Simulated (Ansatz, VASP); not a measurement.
## Two plane-wave programs on MgS

The input INCAR:

```
ALGO = Normal
EDIFF = 1E-7
ENCUT = 520
GGA = PE
ISIF = 2
ISMEAR = 0
LASPH = T
LCHARG = F
LREAL = F
LWAVE = F
NBANDS = 11
NELM = 80
PREC = Accurate
SIGMA = 0.1
```

KPOINTS

```
k-points
0
Gamma
  6 6 4
```

POSCAR

```
MgS
1.0
    3.1198067000      0.0000000000      0.0000000000
    0.0000000000      3.1198067000      0.0000000000
    0.0000000000      0.0000000000      4.2301085700
Mg S
1 1
Direct
    0.0000000000      0.0000000000      0.0000000000
    0.5000000000      0.5000000000      0.5000000000
```

Input for Ansatz:

```yaml
crystal:
  lattice:
    - [3.1198067, 0.0, 0.0]
    - [0.0, 3.1198067, 0.0]
    - [0.0, 0.0, 4.23010857]
  atoms:
    - { symbol: Mg, position: [0.0, 0.0, 0.0] }
    - { symbol: S, position: [0.5, 0.5, 0.5] }
basis:
  ecutwfc: 420
kpoints:
  mp_grid: { grid: [6, 6, 4] }
hamiltonian:
  xc: pbe
scf:
  occupations: { method: gaussian, width: 0.1 }
  lower_state_search: "off"
output:
  forces: true
  stress: true
  eigenvalues: true
```

Alike in both runs: task single point; functional PBE; k mesh 6 × 6 × 4; occupations gaussian, width 0.1 eV; no spin polarisation.

```csv
,VASP,Ansatz
version,VASP 6.6.1,Ansatz 0.2.0
potentials or method,"VASP PAW PBE potentials, release 64 (Mg, S), cutoff 520 eV","scalar-relativistic, plane waves, PAW"
valence electrons in the cell,8,16
```

```csv
,VASP,Ansatz,Ansatz less VASP
gap on the k mesh at the Fermi level (eV),none,none,-
pressure (GPa),-5.5,-5.3,+0.18
"traceless stress, the component that is largest in VASP (GPa)",-19.08,-19.14,-0.057
```

A gap of «none» marks a metal or a gap that the smearing closes. VASP's potentials hold 8 valence electrons a cell and Ansatz's 16, so a difference there can come from the potentials and not from the codes.

The k mesh is coarse, so the values compare programs but aren't converged.
